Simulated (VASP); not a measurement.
## KBr: single point with PBE

Crystal: KBr.

```
K Br
1.0
     4.12140    0.00000    0.00000
     0.00000    4.12140    0.00000
     0.00000    0.00000    4.12140
K Br
1 1
Direct
  0.00000 0.00000 0.00000
  0.50000 0.50000 0.50000
```

This cell differs from its parent crystal: I replaced by Br, lengths x 0.967, strained.

```json
{
 "Program": "VASP 6.6.1",
 "Task": "single point",
 "Functional": "PBE",
 "Potentials or basis": "VASP PAW PBE potentials, release 64 (K_sv, Br)",
 "Cutoff": "520 eV",
 "k mesh": "6 × 6 × 6",
 "Occupations": "gaussian, width 0.02 eV",
 "Spin": "no spin polarisation"
}
```

```yaml
Pressure: -0.8 GPa
Band_gap_on_the_k_mesh: 3.70 eV, indirect (least direct gap 3.94 eV)
```

Levels at points of the mesh, in eV from the valence-band top:
```tsv
k point	band 4	band 5	band 6	band 7	band 8	band 9	band 10	band 11	band 12	band 13
(0.00, 0.00, 0.00)	-12.19	-12.19	-0.24	-0.24	-0.24	3.70	5.91	5.91	9.52	9.52
(0.50, 0.00, 0.00)	-12.17	-11.98	-1.78	-0.21	-0.21	6.27	7.15	7.35	8.90	9.47
(0.50, 0.50, 0.00)	-12.30	-12.16	-1.27	-1.27	0.00	5.20	6.45	8.01	8.01	9.88
(0.50, 0.50, 0.50)	-12.28	-12.28	-1.28	-1.28	-1.28	7.28	7.28	7.28	9.15	9.15
```

Run time: 11 s on 1 thread of Intel(R) Xeon(R) Platinum 8375C CPU @ 2.90GHz (Ice Lake), with other jobs on the host, peak memory 0.18 GiB.

Caveat: the cell differs from its parent crystal (I replaced by Br, lengths x 0.967, strained). A k mesh can miss the band edges.
